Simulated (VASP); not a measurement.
# Al (P6_3/mmc) in VASP: a series of runs, part 2 of 2

VASP 6.6.1. Earlier steps stand in the parts before.

## 3. Single point, PBE+D3(BJ)

This run uses another cell than the first one, of 15.85 Å³/atom, 0.997 times its volume.

Contents of INCAR:

```
SYSTEM = Al
PREC = Accurate
ENCUT = 520
EDIFF = 1E-7
ISMEAR = 0
SIGMA = 0.1
LREAL = .False.
LASPH = .True.
NELM = 100
ALGO = Normal
ISIF = 2
LWAVE = .False.
LCHARG = .False.
GGA = PE
IVDW = 12
NBANDS = 14
```

Contents of KPOINTS:

```
regular mesh
0
Gamma
  18 18 6
  0 0 0
```

Contents of POSCAR:

```
Al
1.0
    2.8147782369      0.0000000000      0.0000000000
   -1.4073891184      2.4376694591      0.0000000000
    0.0000000000      0.0000000000      9.2417962387
Al
4
Direct
    0.0000000000      0.0000000000      0.0000000000
    0.3333333333      0.6666666667      0.2500000000
    0.0000000000      0.0000000000      0.5000000000
    0.6666666667      0.3333333333      0.7500000000
```

Potentials or basis: VASP PAW PBE potentials, release 64 (Al).

Launch:

```console
$ cat potpaw_PBE.64/Al/POTCAR > POTCAR
$ mpirun -np 1 vasp_std > vasp.out
```

OUTCAR:

```text
SYSTEM = Al
   PREC = Accurate
   ENCUT = 520
   EDIFF = 1E-7
   ISMEAR = 0
   LREAL = .False.
   LASPH = .True.
   NELM = 100
   ISIF = 2
   GGA = PE
   IVDW = 12
 IVDW          = 12

 ion  position               nearest neighbor table
   1  0.000  0.000  0.000-   2 2.82   4 2.82   2 2.82   4 2.82   4 2.82   2 2.82
   2  0.333  0.667  0.250-   1 2.82   3 2.82   1 2.82   3 2.82   1 2.82   3 2.82
   3  0.000  0.000  0.500-   2 2.82   4 2.82   2 2.82   4 2.82   4 2.82   2 2.82
   4  0.667  0.333  0.750-   1 2.82   3 2.82   1 2.82   3 2.82   1 2.82   3 2.82

  LATTYP: Found a hexagonal cell.
 ALAT       =     2.8147782369
[... 614 lines left out ...]
  --------------------------------------------------------------------------------------
  -------------------------------------------------------------------------------------
  Total      -0.02017    -0.02017    -0.00253    -0.00000     0.00000     0.00000
  in kB      -0.50973    -0.50973    -0.06405    -0.00000     0.00000     0.00000
  external pressure =       -0.36 kB  Pullay stress =        0.00 kB

 VOLUME and BASIS-vectors are now :
 -----------------------------------------------------------------------------
  energy-cutoff  :      520.00
  volume of cell :       63.41
      direct lattice vectors                 reciprocal lattice vectors
     2.814778237  0.000000000  0.000000000     0.355267775  0.205113945  0.000000000
    -1.407389118  2.437669459  0.000000000     0.000000000  0.410227891  0.000000000
     0.000000000  0.000000000  9.241796239     0.000000000  0.000000000  0.108204074

 POSITION                                       TOTAL-FORCE (eV/Angst)
 -----------------------------------------------------------------------------------
      0.00000      0.00000      0.00000         0.000000      0.000000      0.000000
     -0.00000      1.62511      2.31045        -0.000000      0.000000     -0.000000
      0.00000      0.00000      4.62090         0.000000      0.000000      0.000000
      1.40739      0.81256      6.93135         0.000000     -0.000000     -0.000000
 -----------------------------------------------------------------------------------
    total drift:                               -0.000000      0.000000      0.000000

  FREE ENERGIE OF THE ION-ELECTRON SYSTEM (eV)
  ---------------------------------------------------
  free  energy   TOTEN  =       -16.3098120829 eV

  energy  without entropy=      -16.3022982877  energy(sigma->0) =      -16.30605519
```

It took 47 s on 1 thread of Intel Xeon 6975P-C (Granite Rapids), shared host; peak memory 0.25 GiB.

Results:

* Free energy: -16.3098 eV
* Pressure: 0.0 GPa
* Band gap on the k mesh: zero (band 6 reaches 12.36 eV, above the bottom of band 7 at 6.85 eV)
* Dispersion energy per atom: -0.351 eV

Caveat: pairwise dispersion overbinds metals, which lowers pressure and volume.

## 4. Single point, PBE+D3(BJ) (volume scaled by 0.88, then relaxed in part)

Contents of INCAR:

```
  PREC = Accurate
  ENCUT = 520
  EDIFF = 1E-6
  ISMEAR = 0
  SIGMA = 0.1
  LREAL = False
  LASPH = True
  NELM = 100
  ALGO = Normal
  ISIF = 2
  LWAVE = False
  LCHARG = True
  GGA = PE
  IVDW = 12
  LELF = True
  LVHAR = True
  NBANDS = 14
```

Contents of KPOINTS:

```
Automatic mesh
0
Gamma
  18 18 6
```

Contents of POSCAR:

```
Al
1.0
    2.6973568674      0.0000000000      0.0000000000
   -1.3486784337      2.3359795703      0.0000000000
    0.0000000000      0.0000000000      8.8562652028
Al
4
Direct
    0.0000000000      0.0000000000      0.0000000000
    0.3333333333      0.6666666667      0.2500000000
    0.0000000000      0.0000000000      0.5000000000
    0.6666666667      0.3333333333      0.7500000000
```

Launch:

```console
$ cat potpaw_PBE.64/Al/POTCAR > POTCAR
$ mpirun -np 1 vasp_std > vasp.out
```

Run time: 52 s. Hardware: 1 thread of Intel Xeon 6975P-C (Granite Rapids), shared host; peak memory 0.22 GiB.

The run converged. Its results:

```
Free energy                : -16.0047 eV
Pressure                   : 14.4 GPa
Band gap on the k mesh     : zero (band 6 reaches 14.02 eV, above the bottom of band 7 at 8.22 eV)
Dispersion energy per atom : -0.401 eV
```

Levels at points of the mesh, in eV from the Fermi level:
```
           k point  band 3  band 4  band 5  band 6  band 7  band 8  band 9  band 10
(0.00, 0.00, 0.00)  -10.45   -5.29   -4.67    3.70    3.72   12.06   12.06    12.11
(0.50, 0.00, 0.00)   -4.39   -4.36   -3.48   -3.46    0.79    1.14    1.65     1.99
(0.00, 0.00, 0.50)   -8.15   -8.15   -1.00   -1.00    9.01    9.01   12.30    12.30
(0.50, 0.00, 0.50)   -5.23   -5.23   -2.01   -2.01   -1.28   -1.28    4.92     4.92
```

Caveat: the cell differs from its parent crystal (volume scaled by 0.88, then relaxed in part); pairwise dispersion overbinds metals, which lowers pressure and volume.

## 5. Single point, PBE+D3(BJ) (strain along c alone, the other axes held: -3.0 %)

Contents of INCAR:

```
SYSTEM = Al
PREC = Accurate
ENCUT = 520
EDIFF = 1E-6
ISMEAR = 0
SIGMA = 0.1
LREAL = .False.
LASPH = .True.
NELM = 60
ALGO = Fast
ISIF = 2
LWAVE = .False.
LCHARG = .False.
GGA = PE
IVDW = 12
NBANDS = 14
```

Contents of KPOINTS:

```
Automatic mesh
0
Gamma
  21 21 6
  0 0 0
```

Contents of POSCAR:

```
Al
1.0
    2.8147782361      0.0000000000      0.0000000000
   -1.4073891181      2.4376694585      0.0000000000
    0.0000000000      0.0000000000      8.9645423481
Al
4
Direct
    0.0000000000      0.0000000000      0.0000000000
    0.3333333333      0.6666666667      0.2500000000
    0.0000000000      0.0000000000      0.5000000000
    0.6666666667      0.3333333333      0.7500000000
```

Potentials or basis: VASP PAW PBE potentials, release 64 (Al).

Launch:

```console
$ cat potpaw_PBE.64/Al/POTCAR > POTCAR
$ mpirun -np 1 vasp_std > vasp.out
```

OUTCAR:

```text
SYSTEM = Al
   PREC = Accurate
   ENCUT = 520
   EDIFF = 1E-6
   ISMEAR = 0
   LREAL = .False.
   LASPH = .True.
   NELM = 60
   ISIF = 2
   GGA = PE
   IVDW = 12
 IVDW          = 12

 ion  position               nearest neighbor table
   1  0.000  0.000  0.000-   2 2.77   4 2.77   4 2.77   2 2.77   4 2.77   2 2.77
   2  0.333  0.667  0.250-   1 2.77   3 2.77   1 2.77   3 2.77   1 2.77   3 2.77
   3  0.000  0.000  0.500-   2 2.77   4 2.77   4 2.77   2 2.77   4 2.77   2 2.77
   4  0.667  0.333  0.750-   1 2.77   3 2.77   1 2.77   3 2.77   1 2.77   3 2.77

  LATTYP: Found a hexagonal cell.
 ALAT       =     2.8147782361
[... 615 lines left out ...]
  --------------------------------------------------------------------------------------
  -------------------------------------------------------------------------------------
  Total       0.58496     0.58496     2.01838    -0.00000     0.00000     0.00000
  in kB      15.23655    15.23655    52.57356    -0.00000     0.00000     0.00000
  external pressure =       27.68 kB  Pullay stress =        0.00 kB

 VOLUME and BASIS-vectors are now :
 -----------------------------------------------------------------------------
  energy-cutoff  :      520.00
  volume of cell :       61.51
      direct lattice vectors                 reciprocal lattice vectors
     2.814778236  0.000000000  0.000000000     0.355267775  0.205113945  0.000000000
    -1.407389118  2.437669458  0.000000000     0.000000000  0.410227891  0.000000000
     0.000000000  0.000000000  8.964542348     0.000000000  0.000000000  0.111550591

 POSITION                                       TOTAL-FORCE (eV/Angst)
 -----------------------------------------------------------------------------------
      0.00000      0.00000      0.00000         0.000000      0.000000      0.000000
     -0.00000      1.62511      2.24114         0.000000      0.000000      0.000000
      0.00000      0.00000      4.48227         0.000000      0.000000      0.000000
      1.40739      0.81256      6.72341        -0.000000      0.000000     -0.000000
 -----------------------------------------------------------------------------------
    total drift:                               -0.000000      0.000000      0.000000

  FREE ENERGIE OF THE ION-ELECTRON SYSTEM (eV)
  ---------------------------------------------------
  free  energy   TOTEN  =       -16.2800411734 eV

  energy  without entropy=      -16.2725037796  energy(sigma->0) =      -16.27627248
```

stdout:

```text
POSCAR found type information on POSCAR Al
 POSCAR found :  1 types and       4 ions
 scaLAPACK will be used
 LDA part: xc-table for (Slater+PW92), standard interpolation
 POSCAR, INCAR and KPOINTS ok, starting setup
 FFT: planning ... GRIDC
 FFT: planning ... GRID_SOFT
 FFT: planning ... GRID
 WAVECAR not read
 entering main loop
```

Wall time 53 s (1 thread of Intel Xeon 6975P-C (Granite Rapids), shared host); peak memory 0.27 GiB.

What came out:

```
Free energy                : -16.2800 eV
Pressure                   : 2.8 GPa
Band gap on the k mesh     : zero (band 6 reaches 13.15 eV, above the bottom of band 7 at 7.06 eV)
Dispersion energy per atom : -0.362 eV
```

Stress tensor (GPa, compression positive):
```
1.52 0.00 0.00
0.00 1.52 0.00
0.00 0.00 5.26
```

Caveat: the cell differs from its parent crystal (strain along c alone, the other axes held: -3.0 %); pairwise dispersion overbinds metals, which lowers pressure and volume.

## 6. Overview

```csv
task,cell,k mesh,cutoff (eV),gap on the mesh (eV),pressure (GPa)
relaxation of cell and atoms,"relaxed from a = 2.827, b = 2.827, c = 9.186 Å, angles 90.0, 90.0, 120.0°, 4 atoms",18 × 18 × 6,600,none,0.0
single point,"a = 2.815, b = 2.815, c = 9.242 Å, angles 90.0, 90.0, 120.0°, 4 atoms",18 × 18 × 6,520,none,0.0
single point,"a = 2.697, b = 2.697, c = 8.856 Å, angles 90.0, 90.0, 120.0°, 4 atoms",18 × 18 × 6,520,none,14.4
single point,"a = 2.815, b = 2.815, c = 8.965 Å, angles 90.0, 90.0, 120.0°, 4 atoms",21 × 21 × 6,520,none,2.8
```

Alike in all rows: level PBE+D3(BJ); potentials or basis VASP PAW PBE potentials, release 64 (Al); no spin polarisation; smearing gaussian 0.1 eV.

Caveats: pairwise dispersion overbinds metals, which lowers pressure and volume.

Absolute energies hang on the potentials; compare differences alone.
